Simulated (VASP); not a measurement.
Here is a VASP 6.6.1 calculation.

INCAR

```
SYSTEM = CdH2
PREC     = Accurate       ! precision mode
ENCUT    = 600            ! plane-wave cutoff, eV
EDIFF    = 1E-6           ! SCF threshold, eV
ISMEAR   = 0              ! smearing method
SIGMA    = 0.1            ! smearing width, eV
LREAL    = .FALSE.        ! projectors in reciprocal space
LASPH    = .TRUE.         ! aspherical terms in the spheres
NELM     = 80             ! most SCF steps
ALGO     = Fast           ! electronic algorithm
ISIF     = 3              ! what is computed and relaxed
LWAVE    = .FALSE.        ! write WAVECAR
LCHARG   = .FALSE.        ! write CHGCAR
GGA      = PE             ! functional
IBRION   = 2              ! ionic algorithm
NSW      = 100            ! ionic steps
EDIFFG   = -0.01          ! ionic threshold
```

File KPOINTS:

```
regular mesh
0
G
  12 12 14
  0 0 0
```

Contents of POSCAR:

```
CdH2
1.0
    3.7784179622      0.0000000000      0.0000000000
    0.0000000000      3.7784179622      0.0000000000
    0.0000000000      0.0000000000      3.2742744787
Cd H
1 2
Direct
    0.0000000000      0.0000000000      0.5000000000
    0.0000000000      0.5000000000      0.5000000000
    0.5000000000      0.0000000000      0.5000000000
```

Potentials or basis: VASP PAW PBE potentials, release 64 (Cd, H).

The run is started by

```bash
$ cat potpaw_PBE.64/Cd/POTCAR potpaw_PBE.64/H/POTCAR > POTCAR
$ mpirun -np 1 vasp_std > vasp.out
```

Problem. What does it give for the relaxed volume?

Solution. 15.62 Å³/atom.

Problem. Predict the band gap on the k mesh.

Solution. Zero (bands 7 and 8 overlap by 3.47 eV).

Problem. What does it give for the space group after relaxing (to 0.1 Å)?

Solution. P4/mmm (No. 123).

Problem. What does it give for the relaxed cell?

Solution. a = 3.777 Å, b = 3.777 Å, c = 3.286 Å, α = 90.00°, β = 90.00°, γ = 90.00°.

The path:
```
step  energy change (eV)  largest force (eV/Å)  pressure (GPa)  volume (Å³)
   1              0.0000                0.0000            0.04        46.74
   2              0.0000                0.0000            0.02        46.77
   3             -0.0001                0.0000            0.01        46.86
```
